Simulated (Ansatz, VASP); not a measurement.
**BaHfO3 in VASP and in Ansatz**

```
Hf Ba O
1.0
     4.16957    0.00000    0.00000
     0.00000    4.16957    0.00000
     0.00000    0.00000    4.17038
Hf Ba O
1 1 3
Direct
  0.99778 0.99903 0.48749
  0.50797 0.49987 0.00176
  0.99935 0.99911 0.00080
  0.48667 0.99627 0.49936
  0.99873 0.50433 0.50994
```

Change from the starting cell: atoms moved at random, drawn with an rms of 0.05 Å.

Alike in both runs: task single point; functional PBE; k mesh 7 × 7 × 7; occupations fermi-dirac, width 0.05 eV; no spin polarisation.

|  | VASP | Ansatz |
| --- | --- | --- |
| version | VASP 6.6.1 | Ansatz 0.2.0 |
| potentials or method | VASP PAW PBE potentials, release 64 (Hf_pv, Ba_sv, O) | Ansatz PAW |
| plane-wave cutoff (eV) | 520 | 420 |
| valence electrons in the cell | 38 | 54 |

VASP gave:

```
gap on the k mesh at the Fermi level (eV)                     : 3.67
least direct gap on the mesh (eV)                             : 3.84
pressure (GPa)                                                : 4.1
traceless stress, the component that is largest in VASP (GPa) : -0.36
rms of the force components (eV/Å)                            : 0.300
```

Task: Which values does Ansatz return?

Result: gap on the k mesh at the Fermi level (eV): 3.75; least direct gap on the mesh (eV): 3.81; pressure (GPa): 4.6; traceless stress, the component that is largest in VASP (GPa): -0.36; rms of the force components (eV/Å): 0.303.

Atom by atom the forces differ by 0.014 eV/Å (rms over components). VASP's potentials hold 38 valence electrons a cell and Ansatz's 54, so a difference there can come from the potentials and not from the codes.

Spin-orbit coupling is off throughout. Noted on Ansatz's run: odd divisions of the mesh miss points on the zone boundary, where band edges often lie, so the gap on the mesh can be too wide.
